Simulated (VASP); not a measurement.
# SrTlBr3: single point with PBE

Crystal: SrTlBr3.

```
Tl Sr Br
1.0
     5.90340    0.00000    0.00000
     0.00000    5.90340    0.00000
     0.00000    0.00000    5.90340
Tl Sr Br
1 1 3
Direct
  0.00000 0.00000 0.00000
  0.50000 0.50000 0.50000
  0.50000 0.50000 0.00000
  0.50000 0.00000 0.50000
  0.00000 0.50000 0.50000
```

- Program: VASP 6.6.1
- Task: single point
- Functional: PBE
- Potentials or basis: VASP PAW PBE potentials, release 64 (Tl_d, Sr_sv, Br)
- Cutoff: 520 eV
- k mesh: 4 × 4 × 4
- Occupations: gaussian, width 0.01 eV
- Spin: no spin polarisation

* Pressure: 0.6 GPa
* Band gap on the k mesh: 3.16 eV (least direct gap 3.48 eV)

Levels at points of the mesh, in eV from the valence-band top:
```csv
k point,band 19,band 20,band 21,band 22,band 23,band 24,band 25,band 26
"(0.00, 0.00, 0.00)",-0.47,-0.28,-0.28,-0.28,4.55,4.55,4.55,5.33
"(0.50, 0.00, 0.00)",-0.59,-0.56,-0.31,-0.31,3.16,4.15,4.15,5.43
"(0.50, 0.50, 0.00)",-0.83,-0.76,-0.76,0.00,3.78,3.88,3.88,6.62
"(0.50, 0.50, 0.50)",-1.37,0.00,0.00,0.00,4.42,4.42,4.42,7.02
```

Run time: 77 s on 1 thread of Intel Xeon 8259CL, on a shared host, peak memory 0.35 GiB.

Caveat: spin-orbit coupling is left out, which moves the levels of the heavy elements. A k mesh can miss the band edges.
